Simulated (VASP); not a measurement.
AlN: single point with revPBE

The system is AlN.

```
Al N
1.0
     3.09211    0.00000    0.00000
    -1.54605    2.67784    0.00000
     0.00000    0.00000    4.94757
Al N
2 2
Direct
  0.66691 0.33624 0.49984
  0.32689 0.66785 0.99814
  0.66966 0.33311 0.87796
  0.33694 0.66930 0.38285
```

- Program: VASP 6.6.1
- Task: single point
- Functional: revPBE
- Potentials or basis: VASP PAW PBE potentials, release 64 (Al, N)
- Cutoff: 520 eV
- k mesh: 10 × 10 × 6
- Occupations: gaussian, width 0.05 eV
- Spin: no spin polarisation
- Dipole correction: no
- Further INCAR settings: ALGO = Normal; EDIFF = 1e-06; NBANDS = 16

```json
{"Pressure": "10.5 GPa", "Largest force": "0.612 eV/Å", "Band gap on the k mesh": "4.41 eV"}
```

Forces in eV/Å, atoms in the order of the input:
```
Al   0.165 -0.028 -0.206
Al   0.499 -0.019  0.100
N   -0.464  0.045  0.397
N   -0.201  0.003 -0.291
```

Stress tensor (GPa, compression positive):
```
10.23  0.78  0.99
 0.78 10.49 -0.06
 0.99 -0.06 10.65
```

Levels at points of the mesh, in eV from the valence-band top:
```tsv
k point	band 5	band 6	band 7	band 8	band 9	band 10	band 11	band 12
(0.00, 0.00, 0.00)	-0.85	-0.24	-0.20	0.00	4.41	6.89	10.82	11.33
(0.50, 0.00, 0.00)	-3.38	-2.10	-1.80	-0.68	5.88	5.94	8.41	10.46
(0.00, 0.50, 0.00)	-3.37	-2.11	-1.82	-0.69	5.91	5.93	8.41	10.47
(0.50, 0.50, 0.00)	-3.39	-2.13	-1.78	-0.71	5.86	5.95	8.40	10.49
(0.00, 0.00, 0.50)	-0.64	-0.57	-0.52	-0.50	6.67	6.68	10.41	10.70
(0.50, 0.00, 0.50)	-1.50	-1.45	-1.41	-1.34	5.38	5.45	9.41	9.48
(0.00, 0.50, 0.50)	-1.52	-1.46	-1.39	-1.33	5.38	5.44	9.41	9.48
(0.50, 0.50, 0.50)	-1.56	-1.44	-1.43	-1.34	5.41	5.47	9.39	9.49
```

Run time: 50 s on 1 thread of Intel(R) Xeon(R) 6975P-C (Granite Rapids) (shared host), peak memory 0.28 GiB.

Caveat: the cell stands under pressure; the PAW data sets were made with another functional, which shifts forces and pressure a little. A k mesh can miss the band edges.
